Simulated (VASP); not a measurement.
# HC6 in VASP: a series of runs, part 2 of 3

VASP 6.6.1. The steps go on from the part before.

## (3) Single point, LDA

INCAR

```
SYSTEM = HC6
PREC = Accurate
ENCUT = 520
EDIFF = 1E-7
ISMEAR = 0
SIGMA = 0.1
LREAL = .False.
LASPH = .True.
NELM = 80
ALGO = Normal
ISIF = 2
LWAVE = .False.
LCHARG = .False.
LDIPOL = .True.
IDIPOL = 3
DIPOL = 0.5 0.5 0.301
GGA = CA
NBANDS = 38
```

KPOINTS

```
regular mesh
0
Gamma
  6 3 1
  0 0 0
```

POSCAR

```
HC6
1.0
    4.8895256614      0.0000000000      0.0000000000
   -1.2223814153      8.7849592876      0.0000000000
    0.0000000000      0.0000000000     22.7474729025
C H
12 2
Direct
    0.0193612757      0.0774451030      0.1758437088
    0.5193612758      0.0774451030      0.1758437088
    0.2742015947      0.0968063788      0.2059542860
    0.7742015947      0.0968063788      0.2059542860
    0.2838822326      0.1355289303      0.2661754406
    0.7838822326      0.1355289303      0.2661754406
    0.0386279421      0.1545151615      0.2955067254
    0.5386279421      0.1545151615      0.2955067254
    0.0488684834      0.1954807970      0.3583587359
    0.5488684834      0.1954807970      0.3583587359
    0.3031723044      0.2126952264      0.3845470194
    0.8031723044      0.2126952264      0.3845470194
    0.0488684834      0.1289050446      0.4183969333
    0.0488684834      0.2620565494      0.4183969333
```

Potentials or basis: VASP PAW LDA potentials, release 64 (C, H).

On the command line:

```
$ cat potpaw_LDA.64/C/POTCAR potpaw_LDA.64/H/POTCAR > POTCAR
$ mpirun -np 1 vasp_std > vasp.out
```

OUTCAR:

```text
SYSTEM = HC6
   PREC = Accurate
   ENCUT = 520
   EDIFF = 1E-7
   ISMEAR = 0
   LREAL = .False.
   LASPH = .True.
   NELM = 80
   ISIF = 2
   GGA = CA

 ion  position               nearest neighbor table
   1  0.019  0.077  0.176-   4 1.41   3 1.41
   2  0.519  0.077  0.176-   4 1.41   3 1.41
   3  0.274  0.097  0.206-   2 1.41   1 1.41   5 1.41
   4  0.774  0.097  0.206-   1 1.41   2 1.41   6 1.41
   5  0.284  0.136  0.266-   8 1.40   7 1.40   3 1.41
   6  0.784  0.136  0.266-   7 1.40   8 1.40   4 1.41
   7  0.039  0.155  0.296-   6 1.40   5 1.40   9 1.47
   8  0.539  0.155  0.296-   5 1.40   6 1.40  10 1.47
   9  0.049  0.195  0.358-  12 1.37  11 1.37   7 1.47
  10  0.549  0.195  0.358-  11 1.37  12 1.37   8 1.47
  11  0.303  0.213  0.385-  10 1.37   9 1.37
  12  0.803  0.213  0.385-   9 1.37  10 1.37  14 1.44
  13  0.049  0.129  0.418-
  14  0.049  0.262  0.418-  12 1.44

  LATTYP: Found a simple monoclinic cell.
 ALAT       =     4.8895256614
 B/A-ratio  =     4.6522862293
 C/A-ratio  =     1.8139991911
 COS(beta)  =    -0.1378170405

  Lattice vectors:

 A1 = (   4.8895256614,   0.0000000000,   0.0000000000)
 A2 = (   0.0000000000,   0.0000000000, -22.7474729025)
 A3 = (  -1.2223814153,   8.7849592876,   0.0000000000)

Analysis of symmetry for initial positions (statically):
=====================================================================
 Subroutine PRICEL returns:
 Original cell was already a primitive cell.

 Routine SETGRP: Setting up the symmetry group for a
 simple monoclinic supercell.

 Subroutine GETGRP returns: Found  1 space group operations
 (whereof  1 operations were pure point group operations)
 out of a pool of  4 trial point group operations.

The static configuration has the point symmetry C_1 .

Analysis of symmetry for dynamics (positions and initial velocities):
=====================================================================
 Subroutine PRICEL returns:
 Original cell was already a primitive cell.

 Routine SETGRP: Setting up the symmetry group for a
 simple monoclinic supercell.

 Subroutine GETGRP returns: Found  1 space group operations
 (whereof  1 operations were pure point group operations)
 out of a pool of  4 trial point group operations.

The dynamic configuration has the point symmetry C_1 .

 Subroutine INISYM returns: Found  1 space group operations
 (whereof  1 operations are pure point group operations),
 and found     1 'primitive' translations

----------------------------------------------------------------------------------------

                                     Primitive cell

  volume of cell :     977.1014

  direct lattice vectors                    reciprocal lattice vectors
     4.889525661  0.000000000  0.000000000     0.204518816  0.028457730  0.000000000
    -1.222381415  8.784959288  0.000000000     0.000000000  0.113830920  0.000000000
     0.000000000  0.000000000 22.747472903     0.000000000  0.000000000  0.043960927

  length of vectors
[... 80 lines left out ...]
   NGXF,Y,Z  is equivalent  to a cutoff of  24.48, 26.24, 26.31 a.u.
 SYSTEM =  HC6
   PREC   = accura    normal or accurate (medium, high low for compatibility)
   ISTART =      0    job   : 0-new  1-cont  2-samecut
   ICHARG =      2    charge: 1-file 2-atom 10-const
   ISPIN  =      1    spin polarized calculation?
   LNONCOLLINEAR =      F non collinear calculations
   LSORBIT =      F    spin-orbit coupling
   LASPH  =      T    aspherical Exc in radial PAW
   ENCUT  =  520.0 eV  38.22 Ry    6.18 a.u.   9.09 16.49 42.30*2*pi/ulx,y,z
   NELM   =     80;   NELMIN=  2; NELMDL= -5     # of ELM steps
   EDIFF  = 0.1E-06   stopping-criterion for ELM
   LREAL  =      F    real-space projection
   EDIFFG = 0.1E-05   stopping-criterion for IOM
   NSW    =      0    number of steps for IOM
   IBRION =     -1    ionic relax: 0-MD 1-quasi-New 2-CG
   NFREE  =      0    steps in history (QN), initial steepest desc. (CG)
   ISIF   =      2    stress and relaxation
   ISYM   =      2    0-nonsym 1-usesym 2-fastsym
   POTIM  = 0.5000    time-step for ionic-motion
   TEBEG  =    0.0;   TEEND  =   0.0 temperature during run
   PSTRESS=    0.0 pullay stress
   NELECT =      50.0000    total number of electrons
   NUPDOWN=      -1.0000    fix difference up-down
   EMIN   =  10.00;   EMAX   =-10.00  energy-range for DOS
   EFERMI =   0.00;   METHOD = LEGACY
   ISMEAR =     0;   SIGMA  =   0.10  broadening in eV -4-tet -1-fermi 0-gaus
   EFERMI_NEDOS =   21; number of points for ismear=-14 and -15
   IALGO  =     38    algorithm
   IMIX   =      4    mixing-type and parameters
     AMIX     =   0.40;   BMIX     =  1.00
     AMIX_MAG =   1.60;   BMIX_MAG =  1.00
  volume/ion in A,a.u.               =      69.79       470.99
  Fermi-wavevector in a.u.,A,eV,Ry     =   0.607787  1.148551  5.026066  0.369405
  Thomas-Fermi vector in A             =   1.662378
   LORBIT       =      0    0 simple, 1 ext, 2 COOP (PROOUT), +10 PAW based schemes
   GGA     = CA    functional components
   LHFCALC =     F    Hartree Fock is set to
   AEXX    =    0.0000 exact exchange contribution
   IVDW    =     0    specifies the selected vdW correction
   LEPSILON=     F    determine dielectric tensor
   LRPA    =     F    only Hartree local field effects (RPA)
 non-spin polarized calculation
 Gauss-broadening in eV      SIGMA  =   0.10
  energy-cutoff  :      520.00
  volume of cell :      977.10
 maximum number of plane-waves:     26378
   NGX = 19   NGY = 33   NGZ = 85

 dipolmoment           0.000000      0.000000      0.200153 electrons x Angstroem

 number of electron      49.9999997 magnetization

 dipolmoment           0.000000      0.000000     -0.209193 electrons x Angstroem

 Free energy of the ion-electron system (eV)
  ---------------------------------------------------
  ext. energy  EPLUGINS =         0.00000000
  ---------------------------------------------------
  free energy    TOTEN  =      -112.77597467 eV

  energy without entropy =     -112.69675880  energy(sigma->0) =     -112.73636674

 E-fermi :  -4.5031     XC(G=0):  -1.8724

 val. band max:       -4.5108705512   @ k =   0.1667   0.3333   0.0000
 cond. band min:      -4.4557794831   @ k =   0.3333   0.0000   0.0000
 fundamental gap:      0.0550910681
 Fermi energy:        -4.5031024371

 k-point     1 :       0.0000    0.0000    0.0000
  band No.  band energies     occupation
      1     -23.3813      2.00000
      2     -22.1021      2.00000
      3     -19.8702      2.00000
      4     -19.0018      2.00000
      5     -18.9154      2.00000
      6     -17.6922      2.00000
[... 389 lines left out ...]
     36       1.3797      0.00000
     37       1.7287      0.00000
 [bands above 37 left out]

------------------------ aborting loop because EDIFF is reached ----------------------------------------

 vacuum level on the upper side and lower side of the slab       (xc-potential included)        -0.458         0.405

  FORCE on cell =-STRESS in cart. coord.  units (eV):
  Direction    XX          YY          ZZ          XY          YZ          ZX
  --------------------------------------------------------------------------------------
  -------------------------------------------------------------------------------------
  Total       -0.3394214      0.3818825      9.2503418     -1.7415492      2.1575990     -0.3365916
  in kB       -0.5565576      0.6261822     15.1680141     -2.8556612      3.5378684     -0.5519176
  external PRESSURE =       5.0792129 kB  Pullay stress =       0.0000000 kB

 VOLUME and BASIS-vectors are now :
 -----------------------------------------------------------------------------
  energy-cutoff  :      520.00
  volume of cell :      977.10
      direct lattice vectors                 reciprocal lattice vectors
     4.889525661  0.000000000  0.000000000     0.204518816  0.028457730  0.000000000
    -1.222381415  8.784959288  0.000000000     0.000000000  0.113830920  0.000000000
     0.000000000  0.000000000 22.747472903     0.000000000  0.000000000  0.043960927

 POSITION                                       TOTAL-FORCE (eV/Angst)
 -----------------------------------------------------------------------------------
     -0.00000      0.68035      4.00000         0.015720      0.488733      2.132666
      2.44476      0.68035      4.00000        -0.003039      0.547702      2.074874
      1.22238      0.85044      4.68494        -0.007166     -0.862184     -3.511892
      3.66714      0.85044      4.68494        -0.006446     -0.929980     -3.568319
      1.22238      1.19062      6.05482        -0.126837      0.226890      1.060732
      3.66714      1.19062      6.05482         0.142038      0.279433      1.089050
     -0.00000      1.35741      6.72203         0.002472      0.297639     -0.013792
      2.44476      1.35741      6.72203         0.008426      0.349514      0.904181
     -0.00001      1.71729      8.15176        -0.011875     -1.745560     -8.147278
      2.44475      1.71729      8.15176         0.137190     -0.446681     -1.280702
      1.22237      1.86852      8.74747        -1.871967     -0.376529      3.056981
      3.66714      1.86852      8.74747         1.973656      0.648008      2.869989
      0.08137      1.13243      9.51747         1.364728      0.373640      0.873196
     -0.08139      2.30216      9.51747        -1.616899      1.149376      2.460315
 -----------------------------------------------------------------------------------
    total drift:                                0.000534      0.000423     -0.000253

  FREE ENERGIE OF THE ION-ELECTRON SYSTEM (eV)
  ---------------------------------------------------
  free  energy   TOTEN  =      -112.7759746728 eV

  energy  without entropy=     -112.6967588007  energy(sigma->0) =     -112.73636674

 vacuum level on the upper side and lower side of the slab         0.777         1.660
```

Run time: 25 min. Hardware: 1 thread of Intel Xeon 8259CL, shared host; peak memory 0.79 GiB.

What came out:

```yaml
Free_energy: -112.7760 eV
Largest_force: 8.332 eV/Å
Band_gap_on_the_k_mesh: zero (bands 25 and 26 overlap by 0.04 eV)
```

Forces in eV/Å, atoms in the order of the input:
```
C    0.016  0.489  2.133
C   -0.003  0.548  2.075
C   -0.007 -0.862 -3.512
C   -0.006 -0.930 -3.568
C   -0.127  0.227  1.061
C    0.142  0.279  1.089
C    0.002  0.298 -0.014
C    0.008  0.350  0.904
C   -0.012 -1.746 -8.147
C    0.137 -0.447 -1.281
C   -1.872 -0.377  3.057
C    1.974  0.648  2.870
H    1.365  0.374  0.873
H   -1.617  1.149  2.460
```

Levels at points of the mesh, in eV from the Fermi level:
| k point | band 21 | band 22 | band 23 | band 24 | band 25 | band 26 | band 27 | band 28 | band 29 | band 30 |
| --- | --- | --- | --- | --- | --- | --- | --- | --- | --- | --- |
| (0.00, 0.00, 0.00) | -2.29 | -2.27 | -1.38 | -0.26 | -0.01 | 0.06 | 0.68 | 1.33 | 2.76 | 3.04 |
| (0.50, 0.00, 0.00) | -2.35 | -2.09 | -1.84 | -0.96 | -0.06 | -0.05 | 2.35 | 2.81 | 3.85 | 4.87 |

## (4) Single point, LDA

INCAR

```
PREC = Accurate
ENCUT = 520
EDIFF = 1E-6
ISMEAR = 0
SIGMA = 0.1
LREAL = False
LASPH = True
NELM = 80
ALGO = Normal
ISIF = 2
LWAVE = False
LCHARG = False
LDIPOL = True
IDIPOL = 3
DIPOL = 0.5 0.5 0.315
GGA = CA
NBANDS = 38
```

KPOINTS

```
regular mesh
0
Gamma
  6 3 1
```

Changes to POSCAR since step 3:

```diff
@@ -20,3 +20,3 @@
     0.8031723044      0.2126952264      0.3845470194
-    0.0488684834      0.1289050446      0.4183969333
-    0.0488684834      0.2620565494      0.4183969333
+    0.0488684834      0.1436746019      0.5164298009
+    0.0488684834      0.2472869921      0.5164298009
```

On the command line:

```
$ cat potpaw_LDA.64/C/POTCAR potpaw_LDA.64/H/POTCAR > POTCAR
$ mpirun -np 1 vasp_std > vasp.out
```

Run time: 24 min. Hardware: 1 thread of Intel Xeon 8259CL, shared host; peak memory 0.79 GiB.

Results (log left out):

```yaml
Free_energy: -113.5349 eV
Largest_force: 3.360 eV/Å
Band_gap_on_the_k_mesh: 0.08 eV
```

Forces in eV/Å, atoms in the order of the input:
```
C    0.000  0.412  1.682
C    0.000  0.410  1.668
C    0.007 -0.812 -3.261
C   -0.007 -0.813 -3.260
C    0.029  0.375  1.490
C   -0.030  0.375  1.490
C    0.001  0.021  0.056
C    0.000  0.003  0.002
C    0.000  0.043  0.184
C    0.000 -0.040 -0.164
C    0.132  0.008  0.107
C   -0.132  0.015  0.114
H   -0.417  3.066 -0.037
H    0.417 -3.064 -0.071
```

Levels at points of the mesh, in eV from the valence-band top:
| k point | band 23 | band 24 | band 25 | band 26 | band 27 | band 28 |
| --- | --- | --- | --- | --- | --- | --- |
| (0.00, 0.00, 0.00) | -0.38 | -0.31 | -0.18 | 0.48 | 0.64 | 0.90 |
| (0.50, 0.00, 0.00) | -1.71 | -0.02 | 0.00 | 0.08 | 0.11 | 2.99 |

(Continued in part 3 of 3.)

The gap in the log of VASP goes by the Fermi energy; the results here count the filled bands.